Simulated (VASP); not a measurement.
# Si (Fmmm) in VASP: notebook, part 2 of 2

VASP 6.6.1. Earlier steps stand in the parts before.

### Step 5. Single point, PBE

This run uses another cell than the first one, of 24.91 Å³/atom.

INCAR

```
ALGO = Normal
EDIFF = 1E-6
ENCUT = 520
GGA = PE
ISIF = 2
ISMEAR = 0
LASPH = True
LCHARG = False
LREAL = False
LWAVE = False
NBANDS = 16
NELM = 100
PREC = Accurate
SIGMA = 0.05
```

KPOINTS

```
k-points
0
Gamma
  10 10 10
```

POSCAR

```
Si
1.0
   -3.7721450771      3.7721450771      1.9304179815
    3.7721450771     -3.7721450771      1.9304179815
    3.4208588393      3.4208588393     -1.9304179815
Si
4
Direct
    0.1786105079      0.1786105079      0.3572210158
    0.8213894921      0.8213894921      0.6427789842
    0.1786105079      0.8213894921      0.0000000000
    0.8213894921      0.1786105079      0.0000000000
```

Potentials or basis: VASP PAW PBE potentials, release 64 (Si).

On the command line:

```sh
> cat potpaw_PBE.64/Si/POTCAR > POTCAR
> mpirun -np 1 vasp_std > vasp.out
```

OUTCAR:

```text
EDIFF = 1E-6
   ENCUT = 520
   GGA = PE
   ISIF = 2
   ISMEAR = 0
   LASPH = True
   LREAL = False
   NELM = 100
   PREC = Accurate

 ion  position               nearest neighbor table
   1  0.179  0.179  0.357-   2 2.37   2 2.37   3 2.57   4 2.57
   2  0.821  0.821  0.643-   1 2.37   1 2.37   4 2.57   3 2.57
   3  0.179  0.821  0.000-   4 2.46   4 2.46   2 2.57   1 2.57
   4  0.821  0.179  0.000-   3 2.46   3 2.46   2 2.57   1 2.57

  LATTYP: Found a face centered orthorhombic cell.
 ALAT       =     3.8608359630
 B/A-ratio  =     2.5061023115
 C/A-ratio  =     2.7634526711

  Lattice vectors:

 A1 = (  -0.3512862378,   7.1930039164,  -0.0000000000)
 A2 = (  -3.7721450771,   3.7721450771,   1.9304179815)
 A3 = (   3.4208588393,   3.4208588393,   1.9304179815)

Analysis of symmetry for initial positions (statically):
=====================================================================
 Subroutine PRICEL returns:
 Original cell was already a primitive cell.

 Routine SETGRP: Setting up the symmetry group for a
 face centered orthorhombic supercell.

 Subroutine GETGRP returns: Found  8 space group operations
 (whereof  8 operations were pure point group operations)
 out of a pool of  8 trial point group operations.

The static configuration has the point symmetry D_2h.

Analysis of symmetry for dynamics (positions and initial velocities):
=====================================================================
 Subroutine PRICEL returns:
 Original cell was already a primitive cell.

 Routine SETGRP: Setting up the symmetry group for a
 face centered orthorhombic supercell.

 Subroutine GETGRP returns: Found  8 space group operations
 (whereof  8 operations were pure point group operations)
 out of a pool of  8 trial point group operations.

The dynamic configuration has the point symmetry D_2h.

 Subroutine INISYM returns: Found  8 space group operations
 (whereof  8 operations are pure point group operations),
 and found     1 'primitive' translations

----------------------------------------------------------------------------------------

                                     Primitive cell

  volume of cell :      99.6403

  direct lattice vectors                    reciprocal lattice vectors
    -3.772145077  3.772145077  1.930417981     0.006805775  0.139356351  0.259011263
     3.772145077 -3.772145077  1.930417981     0.139356351  0.006805775  0.259011263
     3.420858839  3.420858839 -1.930417981     0.146162126  0.146162126  0.000000000

  length of vectors
     5.673153492  5.673153492  5.208748792     0.294199499  0.294199499  0.206704461

  position of ions in fractional coordinates (direct lattice)
     0.178610508  0.178610508  0.357221016
     0.821389492  0.821389492  0.642778984
     0.178610508  0.821389492  0.000000000
     0.821389492  0.178610508  0.000000000

  ion indices of the primitive-cell ions
   primitive index   ion index
                 1           1
                 2           2
                 3           3
                 4           4

----------------------------------------------------------------------------------------

 KPOINTS: k-points

[... 24 lines left out ...]
  0.000000  0.000000  0.000000      1.000000
  0.100000 -0.000000 -0.000000      8.000000
  0.200000 -0.000000 -0.000000      8.000000
  0.300000  0.000000 -0.000000      8.000000
  0.400000  0.000000 -0.000000      8.000000
  0.500000  0.000000 -0.000000      4.000000
[... 16 lines left out ...]
  0.300000  0.300000 -0.000000      4.000000
  0.400000  0.300000 -0.000000      8.000000
 [... further k-points ...]
   k-points           NKPTS =    171   k-points in BZ     NKDIM =    171   number of bands    NBANDS=     16
   number of dos      NEDOS =    301   number of ions     NIONS =      4
   total plane-waves  NPLWV =  70560
   dimension x,y,z NGX =    42 NGY =   42 NGZ =   40
   dimension x,y,z NGXF=    84 NGYF=   84 NGZF=   80
   ions per type =               4
   NGX,Y,Z   is equivalent  to a cutoff of  12.31, 12.31, 12.77 a.u.
   NGXF,Y,Z  is equivalent  to a cutoff of  24.62, 24.62, 25.53 a.u.
 SYSTEM =  unknown system
   PREC   = accura    normal or accurate (medium, high low for compatibility)
   ISTART =      0    job   : 0-new  1-cont  2-samecut
   ICHARG =      2    charge: 1-file 2-atom 10-const
   ISPIN  =      1    spin polarized calculation?
   LNONCOLLINEAR =      F non collinear calculations
   LSORBIT =      F    spin-orbit coupling
   LASPH  =      T    aspherical Exc in radial PAW
   ENCUT  =  520.0 eV  38.22 Ry    6.18 a.u.  10.55 10.55  9.68*2*pi/ulx,y,z
   NELM   =    100;   NELMIN=  2; NELMDL= -5     # of ELM steps
   EDIFF  = 0.1E-05   stopping-criterion for ELM
   LREAL  =      F    real-space projection
   EDIFFG = 0.1E-04   stopping-criterion for IOM
   NSW    =      0    number of steps for IOM
   IBRION =     -1    ionic relax: 0-MD 1-quasi-New 2-CG
   NFREE  =      0    steps in history (QN), initial steepest desc. (CG)
   ISIF   =      2    stress and relaxation
   ISYM   =      2    0-nonsym 1-usesym 2-fastsym
   POTIM  = 0.5000    time-step for ionic-motion
   TEBEG  =    0.0;   TEEND  =   0.0 temperature during run
   PSTRESS=    0.0 pullay stress
   NELECT =      16.0000    total number of electrons
   NUPDOWN=      -1.0000    fix difference up-down
   EMIN   =  10.00;   EMAX   =-10.00  energy-range for DOS
   EFERMI =   0.00;   METHOD = LEGACY
   ISMEAR =     0;   SIGMA  =   0.05  broadening in eV -4-tet -1-fermi 0-gaus
   EFERMI_NEDOS =   21; number of points for ismear=-14 and -15
   IALGO  =     38    algorithm
   IMIX   =      4    mixing-type and parameters
     AMIX     =   0.40;   BMIX     =  1.00
     AMIX_MAG =   1.60;   BMIX_MAG =  1.00
  volume/ion in A,a.u.               =      24.91       168.10
  Fermi-wavevector in a.u.,A,eV,Ry     =   0.889822  1.681520 10.772867  0.791783
  Thomas-Fermi vector in A             =   2.011433
   LORBIT       =      0    0 simple, 1 ext, 2 COOP (PROOUT), +10 PAW based schemes
   GGA     = PE    functional components
   LHFCALC =     F    Hartree Fock is set to
   AEXX    =    0.0000 exact exchange contribution
   IVDW    =     0    specifies the selected vdW correction
   LEPSILON=     F    determine dielectric tensor
   LRPA    =     F    only Hartree local field effects (RPA)
 non-spin polarized calculation
 Gauss-broadening in eV      SIGMA  =   0.05
  energy-cutoff  :      520.00
  volume of cell :       99.64
 maximum number of plane-waves:      2701
   NGX = 21   NGY = 21   NGZ = 19

 number of electron      16.0000000 magnetization

 Free energy of the ion-electron system (eV)
  ---------------------------------------------------
  ext. energy  EPLUGINS =         0.00000000
  ---------------------------------------------------
  free energy    TOTEN  =       -20.65034663 eV

  energy without entropy =      -20.64991386  energy(sigma->0) =      -20.65013025

 E-fermi :   4.1424     XC(G=0):  -8.4907

 val. band max:        4.1151422752   @ k =  -0.4000   0.5000   0.4000
 cond. band min:       4.1533022182   @ k =   0.3000   0.2000   0.2000
 fundamental gap:      0.0381599430
 Fermi energy:         4.1424159675

 k-point     1 :       0.0000    0.0000    0.0000
  band No.  band energies     occupation
      1      -7.0447      2.00000
      2      -3.9243      2.00000
      3      -1.6174      2.00000
      4      -0.8036      2.00000
      5       0.8387      2.00000
      6       2.7682      2.00000
[... 433 lines left out ...]
      3      -2.5124      2.00000
      4      -0.6652      2.00000
      5       0.4843      2.00000
      6       1.6202      2.00000
[... 8 lines left out ...]
     15       9.9971      0.00000
     16      10.8083      0.00000

 [... further k-points ...]

------------------------ aborting loop because EDIFF is reached ----------------------------------------

  FORCE on cell =-STRESS in cart. coord.  units (eV):
  Direction    XX          YY          ZZ          XY          YZ          ZX
  --------------------------------------------------------------------------------------
  -------------------------------------------------------------------------------------
  Total       -6.8907056     -6.8907056     -1.4334326      2.5239364      0.0000000     -0.0000000
  in kB     -110.7999060   -110.7999060    -23.0490476     40.5839297      0.0000000     -0.0000000
  external PRESSURE =     -81.5496199 kB  Pullay stress =       0.0000000 kB

 VOLUME and BASIS-vectors are now :
 -----------------------------------------------------------------------------
  energy-cutoff  :      520.00
  volume of cell :       99.64
      direct lattice vectors                 reciprocal lattice vectors
    -3.772145077  3.772145077  1.930417981     0.006805775  0.139356351  0.259011263
     3.772145077 -3.772145077  1.930417981     0.139356351  0.006805775  0.259011263
     3.420858839  3.420858839 -1.930417981     0.146162126  0.146162126  0.000000000

 POSITION                                       TOTAL-FORCE (eV/Angst)
 -----------------------------------------------------------------------------------
      1.22200      1.22200     -0.00000        -0.501297     -0.501297      0.000000
      2.19886      2.19886      1.93042         0.501297      0.501297     -0.000000
      2.42466     -2.42466      1.93042         0.162581     -0.162581      0.000000
     -2.42466      2.42466      1.93042        -0.162581      0.162581      0.000000
 -----------------------------------------------------------------------------------
    total drift:                               -0.000000     -0.000000      0.000000

  FREE ENERGIE OF THE ION-ELECTRON SYSTEM (eV)
  ---------------------------------------------------
  free  energy   TOTEN  =       -20.6503466301 eV

  energy  without entropy=      -20.6499138636  energy(sigma->0) =      -20.65013025
```

OSZICAR:

```text
N       E                     dE             d eps       ncg     rms          rms(c)
DAV:   1     0.257950301395E+02    0.25795E+02   -0.56943E+03  5472   0.796E+02
DAV:   2    -0.189552407063E+02   -0.44750E+02   -0.40237E+02  7392   0.112E+02
DAV:   3    -0.208759237989E+02   -0.19207E+01   -0.19045E+01  7568   0.224E+01
DAV:   4    -0.209027189457E+02   -0.26795E-01   -0.26789E-01  6976   0.339E+00
DAV:   5    -0.209033627401E+02   -0.64379E-03   -0.64377E-03  7552   0.502E-01    0.555E+00
DAV:   6    -0.207309421234E+02    0.17242E+00   -0.75117E-02  6752   0.133E+00    0.331E+00
DAV:   7    -0.206456527748E+02    0.85289E-01   -0.16624E-01  6896   0.194E+00    0.232E-01
DAV:   8    -0.206486788414E+02   -0.30261E-02   -0.12362E-02  6776   0.615E-01    0.183E-01
DAV:   9    -0.206499621547E+02   -0.12833E-02   -0.15515E-03  7056   0.205E-01    0.822E-02
DAV:  10    -0.206502679285E+02   -0.30577E-03   -0.22334E-04  7184   0.745E-02    0.333E-02
DAV:  11    -0.206503415284E+02   -0.73600E-04   -0.82401E-05  6768   0.450E-02    0.584E-03
DAV:  12    -0.206503460592E+02   -0.45308E-05   -0.71220E-06  7536   0.137E-02    0.270E-03
DAV:  13    -0.206503466301E+02   -0.57095E-06   -0.14604E-06  6368   0.630E-03
   1 F= -.20650347E+02 E0= -.20650130E+02  d E =-.432767E-03
```

stdout:

```text
POSCAR found type information on POSCAR Si
 POSCAR found :  1 types and       4 ions
 scaLAPACK will be used
 LDA part: xc-table for (Slater+PW92), standard interpolation
 POSCAR, INCAR and KPOINTS ok, starting setup
 FFT: planning ... GRIDC
 FFT: planning ... GRID_SOFT
 FFT: planning ... GRID
 WAVECAR not read
 entering main loop
```

It took 2.2 min on 1 thread of Intel Xeon 6975P-C (Granite Rapids), shared host; peak memory 0.37 GiB.

What came out:

```yaml
Free_energy: -20.6503 eV
Pressure: -8.2 GPa
Largest_force: 0.709 eV/Å
Band_gap_on_the_k_mesh: zero (bands 8 and 9 overlap by 0.24 eV)
```

Forces in eV/Å, atoms in the order of the input:
```
Si  -0.501 -0.501  0.000
Si   0.501  0.501  0.000
Si   0.163 -0.163  0.000
Si  -0.163  0.163  0.000
```

Caveat: the stress differs along the axes, from -11 to -2 GPa; semilocal functionals underestimate gaps, and a narrow one can read as zero.

### Step 6. Single point, PBE

This run uses another cell than the first one, of 26.64 Å³/atom.

INCAR

```
SYSTEM = Si
  ALGO = Normal
  EDIFF = 1E-7
  ENCUT = 520
  GGA = PE
  ISIF = 2
  ISMEAR = 0
  LASPH = .TRUE.
  LCHARG = .FALSE.
  LREAL = .FALSE.
  LWAVE = .FALSE.
  NBANDS = 16
  NELM = 60
  PREC = Accurate
  SIGMA = 0.05
```

KPOINTS

```
k-points
0
G
  10 10 10
  0 0 0
```

POSCAR

```
Si
1.0
   -3.9561521540      3.9561521540      1.9304179815
    3.9561521540     -3.9561521540      1.9304179815
    3.4877705036      3.4877705036     -1.9304179815
Si
4
Direct
    0.1786105079      0.1786105079      0.3572210158
    0.8213894921      0.8213894921      0.6427789842
    0.1786105079      0.8213894921      0.0000000000
    0.8213894921      0.1786105079      0.0000000000
```

Potentials or basis: VASP PAW PBE potentials, release 64 (Si).

On the command line:

```sh
> cat potpaw_PBE.64/Si/POTCAR > POTCAR
> mpirun -np 1 vasp_std > vasp.out
```

OUTCAR:

```text
SYSTEM = Si
   EDIFF = 1E-7
   ENCUT = 520
   GGA = PE
   ISIF = 2
   ISMEAR = 0
   LASPH = .TRUE.
   LREAL = .FALSE.
   NELM = 60
   PREC = Accurate

 ion  position               nearest neighbor table
   1  0.179  0.179  0.357-   2 2.39   2 2.39   3 2.66   4 2.66
   2  0.821  0.821  0.643-   1 2.39   1 2.39   4 2.66   3 2.66
   3  0.179  0.821  0.000-   4 2.51   4 2.51   2 2.66   1 2.66
   4  0.821  0.179  0.000-   3 2.51   3 2.51   2 2.66   1 2.66

  LATTYP: Found a face centered orthorhombic cell.
 ALAT       =     3.8608359630
 B/A-ratio  =     2.5551214275
 C/A-ratio  =     2.8982552404

  Lattice vectors:

 A1 = (  -0.4683816504,   7.4439226576,  -0.0000000000)
 A2 = (  -3.9561521540,   3.9561521540,   1.9304179815)
 A3 = (   3.4877705036,   3.4877705036,   1.9304179815)

Analysis of symmetry for initial positions (statically):
=====================================================================
 Subroutine PRICEL returns:
 Original cell was already a primitive cell.

 Routine SETGRP: Setting up the symmetry group for a
[... 168 lines left out ...]
  ---------------------------------------------------
  free energy    TOTEN  =       -20.03185986 eV

  energy without entropy =      -20.03170378  energy(sigma->0) =      -20.03178182

 E-fermi :   3.5451     XC(G=0):  -8.2513

 val. band max:        3.4734850892   @ k =   0.5000   0.5000   0.5000
 cond. band min:       3.5907673321   @ k =  -0.4000   0.5000   0.4000
 fundamental gap:      0.1172822429
 Fermi energy:         3.5451194456

 k-point     1 :       0.0000    0.0000    0.0000
  band No.  band energies     occupation
      1      -7.2308      2.00000
      2      -4.5102      2.00000
      3      -2.1110      2.00000
      4      -1.1501      2.00000
      5       0.5059      2.00000
      6       2.3470      2.00000
[... 433 lines left out ...]
      3      -2.8563      2.00000
      4      -1.1355      2.00000
      5       0.1749      2.00000
      6       1.2507      2.00000
[... 8 lines left out ...]
     15       9.4428      0.00000
     16      10.0008      0.00000

 [... further k-points ...]
[... 5 lines left out ...]
  --------------------------------------------------------------------------------------
  -------------------------------------------------------------------------------------
  Total       -9.0100024     -9.0100024     -1.7963511      3.3077586      0.0000000     -0.0000000
  in kB     -135.4887567   -135.4887567    -27.0127978     49.7407310      0.0000000     -0.0000000
  external PRESSURE =     -99.3301038 kB  Pullay stress =       0.0000000 kB

 VOLUME and BASIS-vectors are now :
 -----------------------------------------------------------------------------
  energy-cutoff  :      520.00
  volume of cell :      106.54
      direct lattice vectors                 reciprocal lattice vectors
    -3.956152154  3.956152154  1.930417981     0.008486312  0.134871744  0.259011263
     3.956152154 -3.956152154  1.930417981     0.134871744  0.008486312  0.259011263
     3.487770504  3.487770504 -1.930417981     0.143358056  0.143358056  0.000000000

 POSITION                                       TOTAL-FORCE (eV/Angst)
 -----------------------------------------------------------------------------------
      1.24590      1.24590     -0.00000        -0.490287     -0.490287      0.000000
      2.24187      2.24187      1.93042         0.490287      0.490287     -0.000000
      2.54293     -2.54293      1.93042         0.121057     -0.121057     -0.000000
     -2.54293      2.54293      1.93042        -0.121057      0.121057     -0.000000
 -----------------------------------------------------------------------------------
    total drift:                               -0.000000     -0.000000     -0.000000

  FREE ENERGIE OF THE ION-ELECTRON SYSTEM (eV)
  ---------------------------------------------------
  free  energy   TOTEN  =       -20.0318598626 eV

  energy  without entropy=      -20.0317037825  energy(sigma->0) =      -20.03178182
```

It took 2.7 min on 1 thread of Intel Xeon 6975P-C (Granite Rapids), shared host; peak memory 0.41 GiB.

Results:

```yaml
Free_energy: -20.0319 eV
Pressure: -9.9 GPa
Largest_force: 0.693 eV/Å
Band_gap_on_the_k_mesh: zero (bands 8 and 9 overlap by 0.28 eV)
```

Forces in eV/Å, atoms in the order of the input:
```
Si  -0.490 -0.490  0.000
Si   0.490  0.490  0.000
Si   0.121 -0.121  0.000
Si  -0.121  0.121  0.000
```

Caveat: the stress differs along the axes, from -14 to -3 GPa; semilocal functionals underestimate gaps, and a narrow one can read as zero.

### Step 7. Single point, PBE

This run uses another cell than the first one, of 26.68 Å³/atom.

INCAR

```
SYSTEM = Si
PREC = Accurate ; ENCUT = 520
EDIFF = 1E-7 ; ISMEAR = 0
SIGMA = 0.05 ; LREAL = .False.
LASPH = .True. ; NELM = 80
ALGO = Normal ; ISIF = 2
LWAVE = .False. ; LCHARG = .False.
GGA = PE ; NBANDS = 16
```

KPOINTS

```
regular mesh
0
Gamma
  10 10 10
  0 0 0
```

POSCAR

```
Si
1.0
   -3.8976044477      3.8976044477      1.9304179815
    3.8976044477     -3.8976044477      1.9304179815
    3.5463182099      3.5463182099     -1.9304179815
Si
4
Direct
    0.1786105079      0.1786105079      0.3572210158
    0.8213894921      0.8213894921      0.6427789842
    0.1786105079      0.8213894921      0.0000000000
    0.8213894921      0.1786105079      0.0000000000
```

On the command line:

```sh
> cat potpaw_PBE.64/Si/POTCAR > POTCAR
> mpirun -np 1 vasp_std > vasp.out
```

Wall time 2.5 min (1 thread of Intel Xeon 6975P-C (Granite Rapids), shared host); peak memory 0.41 GiB.

It converged, with:

* Free energy: -20.1082 eV
* Pressure: -10.0 GPa
* Largest force: 0.634 eV/Å
* Band gap on the k mesh: zero (bands 8 and 9 overlap by 0.23 eV)

Forces on the atoms (eV/Å):
```
Si  -0.448 -0.448  0.000
Si   0.448  0.448  0.000
Si   0.173 -0.173  0.000
Si  -0.173  0.173  0.000
```

Stress tensor (GPa, compression positive):
```
-13.56   3.79   0.00
  3.79 -13.56   0.00
  0.00   0.00  -2.89
```

Levels at points of the mesh, in eV from the Fermi level:
| k point | band 5 | band 6 | band 7 | band 8 | band 9 | band 10 | band 11 | band 12 |
| --- | --- | --- | --- | --- | --- | --- | --- | --- |
| (0.00, 0.00, 0.00) | -2.98 | -1.05 | -0.61 | -0.23 | 0.67 | 0.68 | 2.37 | 2.53 |
| (0.50, 0.00, 0.00) | -3.53 | -2.80 | -1.68 | -1.47 | 0.94 | 1.32 | 2.92 | 3.03 |
| (0.50, 0.50, 0.00) | -2.07 | -2.06 | -1.09 | -0.84 | 1.48 | 1.53 | 2.43 | 2.96 |
| (0.00, 0.00, 0.50) | -2.54 | -1.73 | -1.34 | -0.68 | 1.92 | 2.00 | 2.67 | 3.52 |
| (0.50, 0.50, 0.50) | -1.77 | -0.69 | -0.02 | 0.21 | 0.28 | 1.46 | 2.08 | 3.73 |

Caveat: the stress differs along the axes, from -14 to -3 GPa; semilocal functionals underestimate gaps, and a narrow one can read as zero.

### Step 8. Summary

```csv
cell,gap on the mesh (eV),pressure (GPa),largest force (eV/Å)
"a = 5.429, b = 5.429, c = 5.121 Å, angles 97.7, 97.7, 138.3°, 4 atoms",none,-5.0,0.55
"a = 5.751, b = 5.751, c = 5.132 Å, angles 97.3, 97.3, 140.8°, 4 atoms",none,-8.1,0.79
"a = 5.595, b = 5.595, c = 5.286 Å, angles 97.2, 97.2, 139.6°, 4 atoms",none,-8.2,0.63
"a = 5.673, b = 5.673, c = 5.209 Å, angles 97.2, 97.2, 140.2°, 4 atoms",none,-8.2,0.71
"a = 5.919, b = 5.919, c = 5.297 Å, angles 96.8, 96.8, 141.9°, 4 atoms",none,-9.9,0.69
"a = 5.840, b = 5.840, c = 5.374 Å, angles 96.8, 96.8, 141.4°, 4 atoms",none,-10.0,0.63
```

Alike in all rows: task single point; level PBE; potentials or basis VASP PAW PBE potentials, release 64 (Si); no spin polarisation; k mesh 10 × 10 × 10; cutoff (eV) 520; smearing gaussian 0.05 eV.

Caveats: semilocal functionals underestimate gaps, and a narrow one can read as zero; the stress differs along the axes, from -11 to -2 GPa (at least some runs); the stress differs along the axes, from -14 to -3 GPa (at least some runs); the stress differs along the axes, from -7 to -1 GPa (at least some runs).

Total energies depend on the potentials used, so only differences within one code and one set of settings carry meaning.

The gap in the log of VASP goes by the Fermi energy; the results here count the filled bands.